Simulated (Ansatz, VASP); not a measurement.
Two plane-wave programs on Al

```
Al
1.0
     0.00000    1.98347    1.98347
     1.98347    0.00000    1.98347
     1.98347    1.98347    0.00000
Al
1
Cartesian
  0.0000 0.0000 0.0000
```

Alike in both runs: task single point; functional PBE-based screened hybrid; k mesh 6 × 6 × 6; occupations fermi-dirac, width 0.05 eV; no spin polarisation.

|  | VASP | Ansatz |
| --- | --- | --- |
| version | VASP 6.6.1 | Ansatz 0.2.0 |
| potentials or method | VASP PAW PBE potentials, release 64 (Al) | Ansatz PAW |
| plane-wave cutoff (eV) | 520 | 420 |
| valence electrons in the cell | 3 | 3 |

|  | VASP | Ansatz | Ansatz less VASP |
| --- | --- | --- | --- |
| gap on the k mesh at the Fermi level (eV) | none | none | - |
| pressure (GPa) | 4.6 | 4.5 | -0.07 |

VASP's potentials were made for PBE, not for PBE-based screened hybrid. A gap of «none» marks a metal or a gap that the smearing closes. With one functional, cell and mesh, what is left measures potentials, basis and numerics.

The k mesh is coarse, so the values compare programs but aren't converged.
